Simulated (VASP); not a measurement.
Sn:

```xyz
2
Lattice="0.0000 3.2456 3.2456 3.2456 0.0000 3.2456 3.2456 3.2456 0.0000" Properties=species:S:1:pos:R:3 pbc="T T T"
Sn    3.2456    3.2456    3.2456
Sn    4.8684    4.8684    4.8684
```

This isn't the form of Sn at room conditions, which is tetragonal (white tin).

| Quantity | Value |
| --- | --- |
| Program | VASP 6.6.1 |
| Task | relaxation of cell and atoms |
| Functional | PBE |
| Potentials or basis | VASP PAW PBE potentials, release 64 (Sn_d) |
| Cutoff | 600 eV |
| k mesh | 12 × 12 × 12 |
| Occupations | gaussian, width 0.1 eV |
| Spin | no spin polarisation |

At the start: pressure 3.2 GPa; volume 34.19 Å³/atom.

**Question.** Where does the relaxation end?

**Answer.** Over 3 steps the energy falls by 24.3 meV/atom and the volume is 36.81 Å³/atom (+7.7 %); space group Fd-3m (No. 227, to 0.1 Å) before and after.

The path:
```
step  energy change (eV)  largest force (eV/Å)  pressure (GPa)  volume (Å³)
   1              0.0000                0.0000            3.17        68.38
   2             -0.0446                0.0000           -0.78        75.29
   3             -0.0486                0.0000            0.00        73.61
```

Final structure:
```
Sn
1.0
     0.00000    3.32641    3.32641
     3.32641    0.00000    3.32641
     3.32641    3.32641    0.00000
Sn
2
Direct
  0.50000 0.50000 0.50000
  0.75000 0.75000 0.75000
```
